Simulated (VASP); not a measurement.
# Al3Ni3B in VASP: single point with PBEsol

Aim: the single point of Al3Ni3B with PBEsol.

Everything below comes from runs of VASP 6.6.1. Logs are shortened: lines on timing, memory, paths and dates and some standing lists are left out, and cuts for length are marked.

## 1. The cell of the first run

The cell holds a slab with vacuum, 7 atoms: a = 2.862 Å, b = 2.862 Å, c = 26.155 Å, α = 90.00°, β = 90.00°, γ = 90.00°.

## 2. Single point, PBEsol

The input, INCAR:

```
SYSTEM = Al3Ni3B
  PREC = Accurate
  ENCUT = 520
  EDIFF = 1E-6
  ISMEAR = 0
  SIGMA = 0.1
  LREAL = .FALSE.
  LASPH = .TRUE.
  NELM = 100
  ALGO = Normal
  ISIF = 2
  LWAVE = .FALSE.
  LCHARG = .FALSE.
  LDIPOL = .TRUE.
  IDIPOL = 3
  DIPOL = 0.5 0.5 0.491
  GGA = PS
  NBANDS = 30
```

The input, KPOINTS:

```
regular mesh
0
G
  10 10 1
  0 0 0
```

The input, POSCAR:

```
Al3Ni3B
1.0
    2.8621655562      0.0000000000      0.0000000000
    0.0000000000      2.8621655562      0.0000000000
    0.0000000000      0.0000000000     26.1554138905
Ni Al B
3 3 1
Direct
    0.5000000000      0.5000000000      0.3249805198
    0.5000000000      0.5000000000      0.4344097021
    0.5000000000      0.5000000000      0.5438129763
    0.0000000000      0.0000000000      0.3796951109
    0.0000000000      0.0000000000      0.4890513622
    0.0000000000      0.0000000000      0.5999113988
    0.0000000000      0.5000000000      0.6645997897
```

Potentials or basis: VASP PAW PBE potentials, release 64 (Ni, Al, B).

Run with:

```
> cat potpaw_PBE.64/Ni/POTCAR potpaw_PBE.64/Al/POTCAR potpaw_PBE.64/B/POTCAR > POTCAR
> mpirun -np 1 vasp_std > vasp.out
```

OUTCAR:

```text
SYSTEM = Al3Ni3B
   PREC = Accurate
   ENCUT = 520
   EDIFF = 1E-6
   ISMEAR = 0
   LREAL = .FALSE.
   LASPH = .TRUE.
   NELM = 100
   ISIF = 2
   GGA = PS

 ion  position               nearest neighbor table
   1  0.500  0.500  0.325-   4 2.48   4 2.48   4 2.48   4 2.48   2 2.86
   2  0.500  0.500  0.434-   5 2.48   5 2.48   5 2.48   5 2.48   4 2.48   4 2.48   4 2.48   4 2.48
                             3 2.86   1 2.86
   3  0.500  0.500  0.544-   5 2.48   5 2.48   5 2.48   5 2.48   6 2.50   6 2.50   6 2.50   6 2.50
                             2 2.86
   4  0.000  0.000  0.380-   1 2.48   1 2.48   1 2.48   1 2.48   2 2.48   2 2.48   2 2.48   2 2.48
                             5 2.86
   5  0.000  0.000  0.489-   2 2.48   2 2.48   2 2.48   2 2.48   3 2.48   3 2.48   3 2.48   3 2.48
                             4 2.86   6 2.90
   6  0.000  0.000  0.600-   7 2.22   7 2.22   3 2.50   3 2.50   3 2.50   3 2.50   5 2.90
   7  0.000  0.500  0.665-   6 2.22   6 2.22

  LATTYP: Found a simple tetragonal cell.
 ALAT       =     2.8621655562
 C/A-ratio  =     9.1383301828

  Lattice vectors:

 A1 = (   2.8621655562,   0.0000000000,   0.0000000000)
 A2 = (   0.0000000000,   2.8621655562,   0.0000000000)
 A3 = (   0.0000000000,   0.0000000000,  26.1554138905)

Analysis of symmetry for initial positions (statically):
=====================================================================
 Subroutine PRICEL returns:
 Original cell was already a primitive cell.

 Routine SETGRP: Setting up the symmetry group for a
 simple tetragonal supercell.

 Subroutine GETGRP returns: Found  4 space group operations
 (whereof  4 operations were pure point group operations)
 out of a pool of 16 trial point group operations.

The static configuration has the point symmetry C_2v.

Analysis of symmetry for dynamics (positions and initial velocities):
=====================================================================
 Subroutine PRICEL returns:
 Original cell was already a primitive cell.

 Routine SETGRP: Setting up the symmetry group for a
 simple tetragonal supercell.

 Subroutine GETGRP returns: Found  4 space group operations
 (whereof  4 operations were pure point group operations)
 out of a pool of 16 trial point group operations.

The dynamic configuration has the point symmetry C_2v.

 Subroutine INISYM returns: Found  4 space group operations
 (whereof  4 operations are pure point group operations),
 and found     1 'primitive' translations

----------------------------------------------------------------------------------------

                                     Primitive cell

  volume of cell :     214.2649

  direct lattice vectors                    reciprocal lattice vectors
     2.862165556  0.000000000  0.000000000     0.349385799  0.000000000  0.000000000
     0.000000000  2.862165556  0.000000000     0.000000000  0.349385799  0.000000000
     0.000000000  0.000000000 26.155413891     0.000000000  0.000000000  0.038233002

  length of vectors
     2.862165556  2.862165556 26.155413891     0.349385799  0.349385799  0.038233002

  position of ions in fractional coordinates (direct lattice)
     0.500000000  0.500000000  0.324980520
     0.500000000  0.500000000  0.434409702
     0.500000000  0.500000000  0.543812976
     0.000000000  0.000000000  0.379695111
     0.000000000  0.000000000  0.489051362
     0.000000000  0.000000000  0.599911399
     0.000000000  0.500000000  0.664599790

  ion indices of the primitive-cell ions
   primitive index   ion index
                 1           1
                 2           2
                 3           3
                 4           4
                 5           5
                 6           6
                 7           7

----------------------------------------------------------------------------------------

 KPOINTS: regular mesh

Automatic generation of k-mesh.
 Grid dimensions read from file:
 generate k-points for:   10   10    1

 Generating k-lattice:

  Cartesian coordinates                     Fractional coordinates (reciprocal lattice)
     0.034938580  0.000000000  0.000000000     0.100000000  0.000000000  0.000000000
     0.000000000  0.034938580  0.000000000     0.000000000  0.100000000  0.000000000
     0.000000000  0.000000000  0.038233002     0.000000000  0.000000000  1.000000000

  Length of vectors
     0.034938580  0.034938580  0.038233002

  Shift w.r.t. Gamma in fractional coordinates (k-lattice)
     0.000000000  0.000000000  0.000000000

 Subroutine IBZKPT returns following result:
 ===========================================

 Found     36 irreducible k-points:

 Following reciprocal coordinates:
            Coordinates               Weight
  0.000000  0.000000  0.000000      1.000000
  0.100000  0.000000  0.000000      2.000000
  0.000000  0.100000  0.000000      2.000000
  0.200000  0.000000  0.000000      2.000000
  0.000000  0.200000  0.000000      2.000000
  0.300000  0.000000  0.000000      2.000000
[... 16 lines left out ...]
 -0.200000  0.300000  0.000000      4.000000
  0.400000  0.200000  0.000000      4.000000
 [... further k-points ...]
   k-points           NKPTS =     36   k-points in BZ     NKDIM =     36   number of bands    NBANDS=     30
   number of dos      NEDOS =    301   number of ions     NIONS =      7
   total plane-waves  NPLWV = 112896
   dimension x,y,z NGX =    24 NGY =   24 NGZ =  196
   dimension x,y,z NGXF=    48 NGYF=   48 NGZF=  392
   ions per type =               3   3   1
   NGX,Y,Z   is equivalent  to a cutoff of  13.94, 13.94, 12.46 a.u.
   NGXF,Y,Z  is equivalent  to a cutoff of  27.88, 27.88, 24.92 a.u.
 SYSTEM =  Al3Ni3B
   PREC   = accura    normal or accurate (medium, high low for compatibility)
   ISTART =      0    job   : 0-new  1-cont  2-samecut
   ICHARG =      2    charge: 1-file 2-atom 10-const
   ISPIN  =      1    spin polarized calculation?
   LNONCOLLINEAR =      F non collinear calculations
   LSORBIT =      F    spin-orbit coupling
   LASPH  =      T    aspherical Exc in radial PAW
   ENCUT  =  520.0 eV  38.22 Ry    6.18 a.u.   5.32  5.32 48.63*2*pi/ulx,y,z
   NELM   =    100;   NELMIN=  2; NELMDL= -5     # of ELM steps
   EDIFF  = 0.1E-05   stopping-criterion for ELM
   LREAL  =      F    real-space projection
   EDIFFG = 0.1E-04   stopping-criterion for IOM
   NSW    =      0    number of steps for IOM
   IBRION =     -1    ionic relax: 0-MD 1-quasi-New 2-CG
   NFREE  =      0    steps in history (QN), initial steepest desc. (CG)
   ISIF   =      2    stress and relaxation
   ISYM   =      2    0-nonsym 1-usesym 2-fastsym
   POTIM  = 0.5000    time-step for ionic-motion
   TEBEG  =    0.0;   TEEND  =   0.0 temperature during run
   PSTRESS=    0.0 pullay stress
   NELECT =      42.0000    total number of electrons
   NUPDOWN=      -1.0000    fix difference up-down
   EMIN   =  10.00;   EMAX   =-10.00  energy-range for DOS
   EFERMI =   0.00;   METHOD = LEGACY
   ISMEAR =     0;   SIGMA  =   0.10  broadening in eV -4-tet -1-fermi 0-gaus
   EFERMI_NEDOS =   21; number of points for ismear=-14 and -15
   IALGO  =     38    algorithm
   IMIX   =      4    mixing-type and parameters
     AMIX     =   0.40;   BMIX     =  1.00
     AMIX_MAG =   1.60;   BMIX_MAG =  1.00
  volume/ion in A,a.u.               =      30.61       206.56
  Fermi-wavevector in a.u.,A,eV,Ry     =   0.950986  1.797103 12.304766  0.904375
  Thomas-Fermi vector in A             =   2.079414
   LORBIT       =      0    0 simple, 1 ext, 2 COOP (PROOUT), +10 PAW based schemes
   GGA     = PS    functional components
   LHFCALC =     F    Hartree Fock is set to
   AEXX    =    0.0000 exact exchange contribution
   IVDW    =     0    specifies the selected vdW correction
   LEPSILON=     F    determine dielectric tensor
   LRPA    =     F    only Hartree local field effects (RPA)
 non-spin polarized calculation
 Gauss-broadening in eV      SIGMA  =   0.10
  energy-cutoff  :      520.00
  volume of cell :      214.26
 maximum number of plane-waves:      5817
 NGX is ok and might be reduce to    24
   NGX = 11   NGY = 11   NGZ = 97

 dipolmoment           0.000000      0.000000     -0.031525 electrons x Angstroem

 number of electron      42.0000019 magnetization

 dipolmoment           0.000000      0.000000      0.043495 electrons x Angstroem

 Free energy of the ion-electron system (eV)
  ---------------------------------------------------
  ext. energy  EPLUGINS =         0.00000000
  ---------------------------------------------------
  free energy    TOTEN  =       -36.12895825 eV

  energy without entropy =      -36.10394880  energy(sigma->0) =      -36.11645352

 E-fermi :   0.2711     XC(G=0):  -5.4231

 val. band max:        0.2691982471   @ k =   0.4000   0.1000   0.0000
 cond. band min:       0.2770681844   @ k =  -0.2000   0.4000   0.0000
 fundamental gap:      0.0078699372
 Fermi energy:         0.2711243707

 k-point     1 :       0.0000    0.0000    0.0000
  band No.  band energies     occupation
      1     -10.5909      2.00000
      2      -9.6782      2.00000
      3      -8.3030      2.00000
      4      -6.3239      2.00000
      5      -4.2175      2.00000
      6      -2.9295      2.00000
[... 22 lines left out ...]
     29       6.5252      0.00000
     30       6.5345      0.00000

 k-point     2 :       0.1000    0.0000    0.0000
  band No.  band energies     occupation
      1     -10.4084      2.00000
      2      -9.5094      2.00000
      3      -8.1461      2.00000
      4      -6.1598      2.00000
      5      -4.1054      2.00000
      6      -2.9231      2.00000
[... 718 lines left out ...]
 k-point    24 :       0.4000    0.2000    0.0000
  band No.  band energies     occupation
      1      -7.2033      2.00000
      2      -6.6084      2.00000
      3      -5.5301      2.00000
      4      -4.3094      2.00000
      5      -3.8398      2.00000
      6      -3.5390      2.00000
[... 22 lines left out ...]
     29       5.4807      0.00000
     30       6.6344      0.00000

 [... further k-points ...]

------------------------ aborting loop because EDIFF is reached ----------------------------------------

 vacuum level on the upper side and lower side of the slab       (xc-potential included)         0.321        -0.587

  FORCE on cell =-STRESS in cart. coord.  units (eV):
  Direction    XX          YY          ZZ          XY          YZ          ZX
  --------------------------------------------------------------------------------------
  -------------------------------------------------------------------------------------
  Total       -5.3232029     -4.8726618     -0.6075818      0.0000000      0.0000000      0.0000000
  in kB      -39.8045305    -36.4355857     -4.5432248      0.0000000      0.0000000      0.0000000
  external PRESSURE =     -26.9277803 kB  Pullay stress =       0.0000000 kB

 VOLUME and BASIS-vectors are now :
 -----------------------------------------------------------------------------
  energy-cutoff  :      520.00
  volume of cell :      214.26
      direct lattice vectors                 reciprocal lattice vectors
     2.862165556  0.000000000  0.000000000     0.349385799  0.000000000  0.000000000
     0.000000000  2.862165556  0.000000000     0.000000000  0.349385799  0.000000000
     0.000000000  0.000000000 26.155413891     0.000000000  0.000000000  0.038233002

 POSITION                                       TOTAL-FORCE (eV/Angst)
 -----------------------------------------------------------------------------------
      1.43108      1.43108      8.50000         0.000000      0.000000      0.725277
      1.43108      1.43108     11.36217         0.000000      0.000000      0.272253
      1.43108      1.43108     14.22365         0.000000      0.000000      0.006943
      0.00000      0.00000      9.93108         0.000000      0.000000     -1.003761
      0.00000      0.00000     12.79134         0.000000      0.000000     -0.006646
      0.00000      0.00000     15.69093         0.000000      0.000000      0.008048
      0.00000      1.43108     17.38288         0.000000      0.000000     -0.002115
 -----------------------------------------------------------------------------------
    total drift:                                0.000000     -0.000000      0.002620

  FREE ENERGIE OF THE ION-ELECTRON SYSTEM (eV)
  ---------------------------------------------------
  free  energy   TOTEN  =       -36.1289582480 eV

  energy  without entropy=      -36.1039488008  energy(sigma->0) =      -36.11645352

 vacuum level on the upper side and lower side of the slab         5.903         5.009
```

Wall time 15 min (1 thread of Intel Xeon 8259CL, shared host); peak memory 0.46 GiB.

What came out:

```yaml
Free_energy: -36.1290 eV
Largest_force: 1.004 eV/Å
Band_gap_on_the_k_mesh: zero (bands 21 and 22 overlap by 0.96 eV)
```

Forces in eV/Å, atoms in the order of the input:
```
Ni   0.000  0.000  0.725
Ni   0.000  0.000  0.272
Ni   0.000  0.000  0.007
Al   0.000  0.000 -1.004
Al   0.000  0.000 -0.007
Al   0.000  0.000  0.008
B    0.000  0.000 -0.002
```

Caveat: the PAW data sets were made with another functional, which shifts forces and pressure a little. Spin polarisation is off, so any magnetic state and its effect on volume and gap are missing.
